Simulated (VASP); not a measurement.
Here is a VASP 6.6.1 calculation.

INCAR

```
ALGO = Normal
EDIFF = 1E-6
ENCUT = 520
GGA = PS
ISIF = 2
ISMEAR = -1
LASPH = True
LCHARG = True
LELF = True
LREAL = False
LVHAR = True
LWAVE = False
NBANDS = 21
NELM = 100
PREC = Accurate
SIGMA = 0.05
```

File KPOINTS:

```
k-points
0
Gamma
  6 6 6
```

POSCAR

```
Sn
1.0
    0.0000000000      3.2980096560      3.2333428000
    3.2980096560      0.0000000000      3.2333428000
    3.2980096560      3.2980096560      0.0000000000
Sn
2
Direct
    0.7500000000      0.7500000000      0.7500000000
    0.5000000000      0.5000000000      0.5000000000
```

Potentials or basis: VASP PAW PBE potentials, release 64 (Sn_d).

Launch:

```sh
$ cat potpaw_PBE.64/Sn_d/POTCAR > POTCAR
$ mpirun -np 1 vasp_std > vasp.out
```

(1) Estimate the band gap on the k mesh.

(2) Predict the pressure.

Results:

(1) zero (band 14 reaches 5.24 eV, above the bottom of band 15 at 5.07 eV).

(2) -0.2 GPa.

Caveat: the PAW data sets were made with another functional, which shifts forces and pressure a little; spin-orbit coupling is left out, which moves the levels of the heavy elements.
